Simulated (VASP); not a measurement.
## Si: single point with LDA

The system is Si.

```
Si
1.0
     3.83132    0.00000    0.00000
    -1.91566    3.31802    0.00000
     0.00000    0.00000    6.07932
Si
4
Direct
  0.33333 0.66667 0.06301
  0.66667 0.33333 0.56301
  0.33333 0.66667 0.43699
  0.66667 0.33333 0.93699
```

This cell differs from its parent crystal: strain +0.000 along x and y, -0.040 along z.

```yaml
Program: VASP 6.6.1
Task: single point
Functional: LDA
Potentials_or_basis: VASP PAW LDA potentials, release 64 (Si)
Cutoff: 520 eV
k_mesh: 12 × 12 × 6
Occupations: gaussian, width 0.03 eV
Spin: no spin polarisation
```

| Property | Result |
| --- | --- |
| Pressure | 2.2 GPa |
| Largest force | 0.549 eV/Å |
| Band gap on the k mesh | 0.03 eV, indirect (least direct gap 0.57 eV) |

Forces in eV/Å, atoms in the order of the input:
```
Si   0.000  0.000 -0.549
Si   0.000  0.000 -0.549
Si   0.000  0.000  0.549
Si   0.000  0.000  0.549
```

Stress tensor (GPa, compression positive):
```
-1.34  0.00  0.00
 0.00 -1.34  0.00
 0.00  0.00  9.37
```

Levels at points of the mesh, in eV from the valence-band top:
| k point | band 6 | band 7 | band 8 | band 9 | band 10 | band 11 |
| --- | --- | --- | --- | --- | --- | --- |
| (0.00, 0.00, 0.00) | -0.34 | 0.00 | 0.00 | 0.57 | 1.68 | 1.68 |
| (0.50, 0.00, 0.00) | -3.35 | -3.25 | -1.42 | 0.03 | 2.36 | 2.82 |
| (0.00, 0.00, 0.50) | -1.13 | -1.13 | -1.13 | 1.49 | 1.49 | 2.79 |
| (0.50, 0.00, 0.50) | -2.62 | -2.43 | -2.43 | 0.78 | 0.78 | 1.69 |

Wall time 25 s on 1 thread of AMD EPYC 9R45 96-Core Processor (Zen 5), on a shared host, peak memory 0.16 GiB.

Caveat: the cell differs from its parent crystal (strain +0.000 along x and y, -0.040 along z). A k mesh can miss the band edges.
